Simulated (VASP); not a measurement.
Wanted: the native input for a VASP 6.6.1 run.

```yaml
Task: electric field gradients
Functional: PBEsol
Potentials_or_basis: VASP PAW PBE potentials, release 64 (Re)
Cutoff: 520 eV
k_mesh: 14 × 14 × 14
Occupations: fermi-dirac, width 0.05 eV
Spin: no spin polarisation
Dipole_correction: no
Further_INCAR_settings: ALGO = Normal; EDIFF = 1e-08; NBANDS = 10
```

The structure of Re lies in POSCAR:

```
Re
1.0
    0.0000000000      1.9683945995      1.9683945995
    1.9683945995      0.0000000000      1.9683945995
    1.9683945995      1.9683945995      0.0000000000
Re
1
Direct
    0.0000000000      0.0000000000      0.0000000000
```

This cell differs from its parent crystal: volume scaled by 0.99.

These files were run (other wordings do the same):

INCAR

```
SYSTEM = Re
PREC = Accurate
ENCUT = 520
EDIFF = 1E-8
ISMEAR = -1
SIGMA = 0.05
LREAL = .False.
LASPH = .True.
NELM = 80
ALGO = Normal
ISIF = 2
LWAVE = .False.
LCHARG = .False.
GGA = PS
LEFG = .True.
NBANDS = 10
```

KPOINTS

```
regular mesh
0
Gamma
  14 14 14
  0 0 0
```

Potentials or basis: VASP PAW PBE potentials, release 64 (Re).

Launch:

```bash
$ cat potpaw_PBE.64/Re/POTCAR > POTCAR
$ mpirun -np 1 vasp_std > vasp.out
```

It gave:

* Pressure: -15.8 GPa

Caveat: without QUAD_EFG the Cq values of the log hold for a quadrupole moment of 1 mb, not for the nuclei; the PAW data sets were made with another functional, which shifts forces and pressure a little.

Run time: 21 s on 1 thread of Intel(R) Xeon(R) Platinum 8488C (Sapphire Rapids), with other jobs on the host, peak memory 0.15 GiB.
